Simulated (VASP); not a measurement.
A run of VASP 6.6.1 is set up as follows.

File POSCAR:

```
CdSe
1.0
    0.0000000000      2.9303244279      2.9303244279
    2.9303244279      0.0000000000      2.9303244279
    2.9303244279      2.9303244279      0.0000000000
Cd Se
1 1
Direct
    0.0000000000      0.0000000000      0.0000000000
    0.5000000000      0.5000000000      0.5000000000
```

INCAR.step1

```
ALGO     = Normal         # electronic algorithm
EDIFF    = 1E-5           # SCF threshold, eV
ENCUT    = 550            # plane-wave cutoff, eV
GGA      = PE             # functional
GGA_COMPAT= False        
ISMEAR   = -1             # smearing method
LASPH    = True           # aspherical terms in the spheres
LCHARG   = False          # write CHGCAR
LREAL    = False          # projectors in reciprocal space
LWAVE    = True           # write WAVECAR
NBANDS   = 16             # bands
NELM     = 120            # most SCF steps
PREC     = Accurate       # precision mode
SIGMA    = 0.05           # smearing width, eV
```

File INCAR.step2:

```
ALGO     = Normal         # electronic algorithm
EDIFF    = 1E-6           # SCF threshold, eV
ENCUT    = 550            # plane-wave cutoff, eV
GGA_COMPAT= False        
ISIF     = 2              # what is computed and relaxed
ISMEAR   = -1             # smearing method
ISTART   = 1            
LASPH    = True           # aspherical terms in the spheres
LCHARG   = False          # write CHGCAR
LMIXTAU  = True         
LREAL    = False          # projectors in reciprocal space
LWAVE    = False          # write WAVECAR
METAGGA  = R2SCAN         # meta-GGA
NBANDS   = 16             # bands
NELM     = 120            # most SCF steps
PREC     = Accurate       # precision mode
SIGMA    = 0.05           # smearing width, eV
```

KPOINTS

```
k-points
0
Gamma
  8 8 8
```

Potentials or basis: VASP PAW PBE potentials, release 64 (Cd, Se).

Command:

```sh
$ cat potpaw_PBE.64/Cd/POTCAR potpaw_PBE.64/Se/POTCAR > POTCAR
$ cp INCAR.step1 INCAR
$ mpirun -np 1 vasp_std > vasp.out
$ cp INCAR.step2 INCAR
$ mpirun -np 1 vasp_std > vasp.out
```

Task: Predict the pressure.

Result: -4.9 GPa.

Caveat: the PAW data sets were made with another functional, which shifts forces and pressure a little.
